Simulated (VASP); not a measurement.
Runs of VASP 6.6.1 on CuI. It takes space group Fm-3m (No. 225, cubic). Conventional cell: a = 5.724 Å, b = 5.724 Å, c = 5.724 Å, α = 90.00°, β = 90.00°, γ = 90.00°. Within 3.8 Å of Cu (site symmetry m-3m) lie 6 I at 2.86 Å. I (site symmetry m-3m) has 6 Cu at 2.86 Å within 3.8 Å. 

```tsv
task	level	spin	cell	k mesh	smearing	gap on the mesh (eV)	pressure (GPa)
relaxation of the atoms	PBE	off	atoms relaxed	4 × 4 × 4	gaussian 0.1 eV	none	0.6
single point	PBE	off	as given	4 × 4 × 4	gaussian 0.1 eV	none	(a)
single point	r2SCAN	off	as given	4 × 4 × 4	gaussian 0.1 eV	none	-0.3
single point	r2SCAN+D3(BJ)	collinear, zero start	as given	1 × 5 × 1, shifted	fermi-dirac 0.1 eV	0.36	-4.2
```

Alike in all rows: potentials or basis VASP PAW PBE potentials, release 64 (Cu, I); cutoff (eV) 520.

**Question.** Fill in the values left out.

**Answer.** (a) 0.7.

Caveats: all runs use coarse meshes; spin-orbit coupling is left out, which moves the levels of the heavy elements; semilocal functionals often make such compounds metallic where correlation or magnetic order opens a gap, which also shifts bond lengths (some runs); the PAW data sets were made with another functional, which shifts forces and pressure a little (some runs); the relaxation stopped at its first step, so nothing moved (some runs).

A k mesh can miss the band edges, and the runs leave out spin-orbit coupling on I.

A gap of «none» marks levels without a gap at the run's occupations.
